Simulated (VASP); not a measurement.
## TiC: single point with PBE

TiC:

```
Ti C
1.0
    -4.41288    4.41288    0.00000
    -4.41288    0.00000    4.41288
     0.00000    4.41288    4.41288
Ti C
8 8
Direct
  0.00692 0.97709 0.98336
  0.50576 0.95495 0.02534
  0.98482 0.44500 0.01590
  0.96883 0.96193 0.50655
  0.47629 0.49302 0.99694
  0.48422 0.96875 0.47566
  0.01086 0.46362 0.47177
  0.51869 0.47362 0.47196
  0.76897 0.71015 0.72189
  0.23547 0.72391 0.77095
  0.74477 0.17552 0.78398
  0.75642 0.72322 0.26028
  0.25476 0.21930 0.76345
  0.28429 0.71263 0.22191
  0.73624 0.19852 0.28356
  0.25203 0.20419 0.25750
```

This cell differs from its parent crystal: dynamics (nvt langevin) at 1800 K, volume x 1.06, from the last frame before.

| Quantity | Value |
| --- | --- |
| Program | VASP 6.6.1 |
| Task | single point |
| Functional | PBE |
| Potentials or basis | VASP PAW PBE potentials, release 64 (Ti_sv, C) |
| Cutoff | 520 eV |
| k mesh | 2 × 2 × 2, shifted |
| Occupations | fermi-dirac, width 0.1551 eV |
| Spin | no spin polarisation |
| Dipole correction | no |
| Further INCAR settings | LREAL = Auto; ALGO = Normal; EDIFF = 1e-06; NBANDS = 78 |

* Pressure: -4.5 GPa
* Largest force: 4.011 eV/Å
* Band gap on the k mesh: 0.33 eV

Forces on the atoms (eV/Å):
```
Ti   0.470  0.499  0.034
Ti  -0.754 -2.486 -1.080
Ti  -2.118 -0.300 -1.070
Ti  -0.764  2.136  0.143
Ti  -0.518  0.690 -2.465
Ti  -0.276  3.235  2.355
Ti   0.489  1.650  1.997
Ti   2.735  0.941  1.456
C    1.582  0.604  0.851
C   -0.122 -0.459 -1.499
C   -2.446 -1.602 -0.096
C    1.133 -0.914 -1.468
C    0.419 -1.092 -0.300
C    1.994 -0.076  1.654
C   -1.647 -1.441 -0.636
C   -0.177 -1.386  0.123
```

Stress tensor (GPa, compression positive):
```
-7.31  0.52 -0.53
 0.52 -3.95  0.07
-0.53  0.07 -2.27
```

Levels at points of the mesh, in eV from the valence-band top:
```tsv
k point	band 61	band 62	band 63	band 64	band 65	band 66	band 67	band 68
(0.25, 0.25, 0.25)	-0.70	-0.42	-0.21	-0.08	0.33	0.60	0.67	1.23
```

Wall time 6.4 min on 1 thread of Intel(R) Xeon(R) Platinum 8488C (Sapphire Rapids), with other jobs on the host, peak memory 0.38 GiB.

Caveat: the k points lie up to 0.62 Å⁻¹ apart; the atoms stand as in a frame of molecular dynamics; a shifted mesh leaves out Γ, where band edges can lie; forces of over 1 eV/Å act on the atoms, so gaps and moduli don't describe the material at rest. A k mesh can miss the band edges.
